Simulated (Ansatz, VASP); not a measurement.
**TiO2 in VASP and in Ansatz**

```
Ti O
1.0
    -1.91026    1.91026    4.88072
     1.91026   -1.91026    4.88072
     1.91026    1.91026   -4.88072
Ti O
2 4
Direct
  0.00000 0.00000 0.00000
  0.75000 0.25000 0.50000
  0.20542 0.20542 0.00000
  0.95542 0.45542 0.50000
  0.54458 0.04458 0.50000
  0.79458 0.79458 0.00000
```

Alike in both runs: functional PBE; k mesh 8 × 8 × 8; occupations gaussian, width 0.1 eV; no spin polarisation; Hubbard terms Ti d U = 4.0 eV.

Ansatz relaxed the structure, and its values are those at the end. VASP's run is a single point on that final structure, the one shown.

```csv
,VASP,Ansatz
version,VASP 6.6.1,Ansatz 0.2.0
potentials or method,"VASP PAW PBE potentials, release 64 (Ti_sv, O), cutoff 600 eV","scalar-relativistic, plane waves, PAW"
valence electrons in the cell,48,48
```

Ansatz gave:

```
gap on the k mesh at the Fermi level (eV) : 2.64
least direct gap on the mesh (eV)         : 2.91
pressure (GPa)                            : 0.0
rms of the force components (eV/Å)        : 0.002
```

**Question.** Estimate VASP's values.

**Answer.** gap on the k mesh at the Fermi level (eV): 2.68; least direct gap on the mesh (eV): 2.95; pressure (GPa): 4.0; rms of the force components (eV/Å): 0.074.

The programs project onto different local orbitals, so the same U acts differently, and such runs can settle in different states.
